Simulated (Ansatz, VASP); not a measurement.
Given: the input of a run of Ansatz 0.2.0 on BP.

The input input.yaml:

```yaml
crystal:
  lattice:
    - [0.0, 2.269, 2.269]
    - [2.269, 0.0, 2.269]
    - [2.269, 2.269, 0.0]
  atoms:
    - { symbol: P, position: [0.75, 0.75, 0.75] }
    - { symbol: B, position: [0.0, 0.0, 0.0] }
hamiltonian:
  xc: b3lyp
  pseudopotentials: { kind: paw }
kpoints:
  mp_grid: { grid: [5, 5, 5] }
scf:
  occupations: { method: fermi_dirac, width: 0.05 }
output:
  forces: true
  stress: true
relax:
  f_tol: 0.01
  max_steps: 40
  cell: { stress_tol: 0.05 }
```

Potentials or basis: Ansatz PAW.

Command:

```sh
$ ansatz run input.yaml --threads 2 --pin off --max-ram 5632MiB --backend cpu --events-out ev --progress --plain --runs-dir out
```

Problem. Translate it to VASP 6.6.1. Potentials there: VASP PAW PBE potentials, release 64 (P, B).

Solution. As run (the cutoff follows the program's own potentials):

Contents of POSCAR:

```
BP
1.0
    0.0000000000      2.2690000000      2.2690000000
    2.2690000000      0.0000000000      2.2690000000
    2.2690000000      2.2690000000      0.0000000000
P B
1 1
Direct
    0.7500000000      0.7500000000      0.7500000000
    0.0000000000      0.0000000000      0.0000000000
```

Contents of INCAR.step1:

```
SYSTEM = BP
ALGO = Normal
EDIFF = 1E-5
ENCUT = 600
GGA = PE
ISMEAR = -1
LASPH = .TRUE.
LCHARG = .FALSE.
LREAL = .FALSE.
LWAVE = .TRUE.
NBANDS = 11
NELM = 60
PREC = Accurate
SIGMA = 0.05
```

The input INCAR.step2:

```
SYSTEM = BP
AEXX = 0.2
AGGAC = 0.81
AGGAX = 0.72
ALDAC = 0.19
ALGO = Normal
EDIFF = 1E-6
EDIFFG = -0.01
ENCUT = 600
GGA = B3
IBRION = 2
ISIF = 3
ISMEAR = -1
ISTART = 1
LASPH = .TRUE.
LCHARG = .FALSE.
LHFCALC = .TRUE.
LREAL = .FALSE.
LWAVE = .FALSE.
NELM = 60
NSW = 60
PREC = Accurate
PRECFOCK = Normal
SIGMA = 0.05
```

The input KPOINTS:

```
k-points
0
G
  5 5 5
  0 0 0
```

Potentials or basis: VASP PAW PBE potentials, release 64 (P, B).

Launch:

```console
$ cat potpaw_PBE.64/P/POTCAR potpaw_PBE.64/B/POTCAR > POTCAR
$ cp INCAR.step1 INCAR
$ mpirun -np 1 vasp_std > vasp.out
$ cp INCAR.step2 INCAR
$ mpirun -np 1 vasp_std > vasp.out
```

Both were run:

|  | VASP | Ansatz | Ansatz less VASP |
| --- | --- | --- | --- |
| gap on the k mesh at the Fermi level, each at its own relaxed structure (eV) | 2.75 | 2.70 | -0.052 |
| relaxed volume (Å³/atom) | 11.85 | 11.88 | +0.030 |
| relaxed cell length with the largest relative difference (Å) | 3.224 | 3.227 | +0.0027 |

VASP's potentials were made for PBE, not for B3LYP.

The k mesh is coarse, so the values compare programs but aren't converged. Noted on Ansatz's run: odd divisions of the mesh miss points on the zone boundary, where band edges often lie, so the gap on the mesh can be too wide; the plane-wave basis is chosen anew once the cell has moved, so the energies of steps on either side of that aren't comparable.
